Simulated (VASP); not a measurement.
# TiB2 in VASP: notebook

TiB2 is run at these levels: PBE; tasks: single point.

Everything below comes from runs of VASP 6.6.1. Logs are shortened: lines on timing, memory, paths and dates and some standing lists are left out, and cuts for length are marked.

**1. The cell of the first run**

It takes space group P4mm (No. 99, tetragonal). The conventional cell has a = 2.684 Å, b = 2.684 Å, c = 4.221 Å, α = 90.00°, β = 90.00°, γ = 90.00°. Ti (site symmetry 4mm) has 2 B at 2.11 Å and 4 Ti at 2.68 Å within 2.8 Å. B (site symmetry 4mm) has 4 B at 1.90 Å within 2.5 Å. Within 2.5 Å of B (site symmetry 4mm) lie 4 B at 1.90 Å and 2 Ti at 2.11 Å.

**2. Single point, PBE**

INCAR reads:

```
SYSTEM = TiB2
  ALGO = Normal
  EDIFF = 1E-6
  ENCUT = 500
  GGA = PE
  GGA_COMPAT = .FALSE.
  ISIF = 2
  ISMEAR = 0
  LASPH = .TRUE.
  LCHARG = .FALSE.
  LREAL = .FALSE.
  LWAVE = .FALSE.
  NBANDS = 16
  NELM = 120
  PREC = Accurate
  SIGMA = 0.2
```

KPOINTS reads:

```
k-points
0
G
  7 7 5
  0 0 0
```

POSCAR reads:

```
TiB2
1.0
    2.6835033223      0.0000000000      0.0000000000
    0.0000000000      2.6835033223      0.0000000000
    0.0000000000      0.0000000000      4.2211026802
Ti B
1 2
Direct
    0.5000000000      0.5000000000      0.4458980371
    0.0000000000      0.0000000000     -0.0511054054
    0.5000000000      0.5000000000      0.9463441983
```

Potentials or basis: VASP PAW PBE potentials, release 64 (Ti_sv, B).

On the command line:

```bash
> cat potpaw_PBE.64/Ti_sv/POTCAR potpaw_PBE.64/B/POTCAR > POTCAR
> mpirun -np 1 vasp_std > vasp.out
```

OUTCAR:

```text
SYSTEM = TiB2
   EDIFF = 1E-6
   ENCUT = 500
   GGA = PE
   ISIF = 2
   ISMEAR = 0
   LASPH = .TRUE.
   LREAL = .FALSE.
   NELM = 120
   PREC = Accurate

 ion  position               nearest neighbor table
   1  0.500  0.500  0.446-   3 2.11   3 2.11
   2  0.000  0.000  0.949-   3 1.90   3 1.90   3 1.90   3 1.90
   3  0.500  0.500  0.946-   2 1.90   2 1.90   2 1.90   2 1.90   1 2.11   1 2.11

  LATTYP: Found a simple tetragonal cell.
 ALAT       =     2.6835033223
 C/A-ratio  =     1.5729820959

  Lattice vectors:

 A1 = (   2.6835033223,   0.0000000000,   0.0000000000)
 A2 = (   0.0000000000,   2.6835033223,   0.0000000000)
 A3 = (   0.0000000000,   0.0000000000,   4.2211026802)

Analysis of symmetry for initial positions (statically):
=====================================================================
 Subroutine PRICEL returns:
 Original cell was already a primitive cell.

 Routine SETGRP: Setting up the symmetry group for a
 simple tetragonal supercell.

 Subroutine GETGRP returns: Found  8 space group operations
 (whereof  8 operations were pure point group operations)
 out of a pool of 16 trial point group operations.

The static configuration has the point symmetry C_4v.

Analysis of symmetry for dynamics (positions and initial velocities):
=====================================================================
 Subroutine PRICEL returns:
 Original cell was already a primitive cell.

 Routine SETGRP: Setting up the symmetry group for a
 simple tetragonal supercell.

 Subroutine GETGRP returns: Found  8 space group operations
 (whereof  8 operations were pure point group operations)
 out of a pool of 16 trial point group operations.

The dynamic configuration has the point symmetry C_4v.

 Subroutine INISYM returns: Found  8 space group operations
 (whereof  8 operations are pure point group operations),
 and found     1 'primitive' translations

----------------------------------------------------------------------------------------

                                     Primitive cell

  volume of cell :      30.3970

  direct lattice vectors                    reciprocal lattice vectors
     2.683503322  0.000000000  0.000000000     0.372647200  0.000000000  0.000000000
     0.000000000  2.683503322  0.000000000     0.000000000  0.372647200  0.000000000
     0.000000000  0.000000000  4.221102680     0.000000000  0.000000000  0.236904922

[... 80 lines left out ...]
   LNONCOLLINEAR =      F non collinear calculations
   LSORBIT =      F    spin-orbit coupling
   LASPH  =      T    aspherical Exc in radial PAW
   ENCUT  =  500.0 eV  36.75 Ry    6.06 a.u.   4.89  4.89  7.70*2*pi/ulx,y,z
   NELM   =    120;   NELMIN=  2; NELMDL= -5     # of ELM steps
   EDIFF  = 0.1E-05   stopping-criterion for ELM
   LREAL  =      F    real-space projection
   EDIFFG = 0.1E-04   stopping-criterion for IOM
   NSW    =      0    number of steps for IOM
   IBRION =     -1    ionic relax: 0-MD 1-quasi-New 2-CG
   NFREE  =      0    steps in history (QN), initial steepest desc. (CG)
   ISIF   =      2    stress and relaxation
   ISYM   =      2    0-nonsym 1-usesym 2-fastsym
   POTIM  = 0.5000    time-step for ionic-motion
   TEBEG  =    0.0;   TEEND  =   0.0 temperature during run
   PSTRESS=    0.0 pullay stress
   NELECT =      18.0000    total number of electrons
   NUPDOWN=      -1.0000    fix difference up-down
   EMIN   =  10.00;   EMAX   =-10.00  energy-range for DOS
   EFERMI =   0.00;   METHOD = LEGACY
   ISMEAR =     0;   SIGMA  =   0.20  broadening in eV -4-tet -1-fermi 0-gaus
   EFERMI_NEDOS =   21; number of points for ismear=-14 and -15
   IALGO  =     38    algorithm
   IMIX   =      4    mixing-type and parameters
     AMIX     =   0.40;   BMIX     =  1.00
     AMIX_MAG =   1.60;   BMIX_MAG =  1.00
  volume/ion in A,a.u.               =      10.13        68.38
  Fermi-wavevector in a.u.,A,eV,Ry     =   1.374745  2.597892 25.713989  1.889925
  Thomas-Fermi vector in A             =   2.500144
   LORBIT       =      0    0 simple, 1 ext, 2 COOP (PROOUT), +10 PAW based schemes
   GGA     = PE    functional components
   LHFCALC =     F    Hartree Fock is set to
   AEXX    =    0.0000 exact exchange contribution
   IVDW    =     0    specifies the selected vdW correction
   LEPSILON=     F    determine dielectric tensor
   LRPA    =     F    only Hartree local field effects (RPA)
 non-spin polarized calculation
 Gauss-broadening in eV      SIGMA  =   0.20
  energy-cutoff  :      500.00
  volume of cell :       30.40
 maximum number of plane-waves:       789
 NGX is ok and might be reduce to    20
   NGX =  9   NGY =  9   NGZ = 15

 number of electron      18.0000002 magnetization

 Free energy of the ion-electron system (eV)
  ---------------------------------------------------
  ext. energy  EPLUGINS =         0.00000000
  ---------------------------------------------------
  free energy    TOTEN  =       -19.01261661 eV

  energy without entropy =      -18.98119145  energy(sigma->0) =      -18.99690403

 E-fermi :   8.1681     XC(G=0): -11.9103

 val. band max:        8.1300565139   @ k =   0.1429   0.1429   0.0000
 cond. band min:       8.2139115168   @ k =   0.2857   0.1429   0.4000
 fundamental gap:      0.0838550029
 Fermi energy:         8.1681132381

 k-point     1 :       0.0000    0.0000    0.0000
  band No.  band energies     occupation
      1     -48.4570      2.00000
      2     -24.7830      2.00000
      3     -24.3654      2.00000
      4     -24.3654      2.00000
      5      -5.0773      2.00000
      6       3.7059      2.00000
[... 433 lines left out ...]
      3     -24.6941      2.00000
      4     -24.3021      2.00000
      5      -1.7770      2.00000
      6       0.3637      2.00000
[... 8 lines left out ...]
     15      14.8723      0.00000
     16      16.4562      0.00000

 [... further k-points ...]
[... 5 lines left out ...]
  --------------------------------------------------------------------------------------
  -------------------------------------------------------------------------------------
  Total       -0.1222431     -0.1222431     -0.0266012      0.0000000      0.0000000      0.0000000
  in kB       -6.4432473     -6.4432473     -1.4021067      0.0000000      0.0000000      0.0000000
  external PRESSURE =      -4.7628671 kB  Pullay stress =       0.0000000 kB

 VOLUME and BASIS-vectors are now :
 -----------------------------------------------------------------------------
  energy-cutoff  :      500.00
  volume of cell :       30.40
      direct lattice vectors                 reciprocal lattice vectors
     2.683503322  0.000000000  0.000000000     0.372647200  0.000000000  0.000000000
     0.000000000  2.683503322  0.000000000     0.000000000  0.372647200  0.000000000
     0.000000000  0.000000000  4.221102680     0.000000000  0.000000000  0.236904922

 POSITION                                       TOTAL-FORCE (eV/Angst)
 -----------------------------------------------------------------------------------
      1.34175      1.34175      1.88218         0.000000     -0.000000      0.011224
      0.00000      0.00000      4.00538        -0.000000      0.000000     -0.005109
      1.34175      1.34175      3.99462        -0.000000     -0.000000     -0.006115
 -----------------------------------------------------------------------------------
    total drift:                               -0.000000      0.000000     -0.000111

  FREE ENERGIE OF THE ION-ELECTRON SYSTEM (eV)
  ---------------------------------------------------
  free  energy   TOTEN  =       -19.0126166095 eV

  energy  without entropy=      -18.9811914512  energy(sigma->0) =      -18.99690403
```

Run time: 6.6 s. Hardware: 1 thread of Intel Xeon 6975P-C (Granite Rapids), shared host; peak memory 0.14 GiB.

What came out:

* Free energy: -19.0126 eV
* Pressure: -0.5 GPa
* Largest force: 0.011 eV/Å
* Band gap on the k mesh: zero (band 9 reaches 9.16 eV, above the bottom of band 10 at 7.08 eV)

Forces on the atoms (eV/Å):
```
Ti   0.000  0.000  0.011
B    0.000  0.000 -0.005
B    0.000  0.000 -0.006
```

[end of part 1 of 2]
